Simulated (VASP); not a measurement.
Wanted: the native input for a VASP 6.6.1 run.

```yaml
Task: single point
Functional: PBEsol
Potentials_or_basis: VASP PAW PBE potentials, release 64 (Al, Cu)
Cutoff: 520 eV
k_mesh: 10 × 10 × 10
Occupations: gaussian, width 0.15 eV
Spin: no spin polarisation
Dipole_correction: no
Further_INCAR_settings: ALGO = Fast; EDIFF = 1e-06; NBANDS = 26
```

The structure of Al2Cu lies in POSCAR:

```
Al2Cu
1.0
   -3.0564500000      3.0564500000      2.3172500000
    3.0564500000     -3.0564500000      2.3172500000
    3.0564500000      3.0564500000     -2.3172500000
Al Cu
4 2
Direct
    0.1593210787      0.6593210787      0.8186421574
    0.6593210787      0.8406789213      0.5000000000
    0.8406789213      0.3406789213      0.1813578426
    0.3406789213      0.1593210787      0.5000000000
    0.7500000000      0.7500000000      0.0000000000
    0.2500000000      0.2500000000      0.0000000000
```

The input as run:

INCAR

```
PREC = Accurate
ENCUT = 520
EDIFF = 1E-6
ISMEAR = 0
SIGMA = 0.15
LREAL = F
LASPH = T
NELM = 100
ALGO = Fast
ISIF = 2
LWAVE = F
LCHARG = F
GGA = PS
NBANDS = 26
```

KPOINTS

```
Automatic mesh
0
Gamma
  10 10 10
```

Potentials or basis: VASP PAW PBE potentials, release 64 (Al, Cu).

Run with:

```sh
$ cat potpaw_PBE.64/Al/POTCAR potpaw_PBE.64/Cu/POTCAR > POTCAR
$ mpirun -np 1 vasp_std > vasp.out
```

Results of the run:

The pressure is 0.8 GPa, the largest force is 0.172 eV/Å and the band gap on the k mesh is zero (bands 17 and 18 overlap by 4.84 eV).

Caveat: the stress differs along the axes, from -2 to 7 GPa; the PAW data sets were made with another functional, which shifts forces and pressure a little.

Wall time 8.4 min on 1 thread of Intel Xeon 8259CL (shared host), peak memory 0.34 GiB.
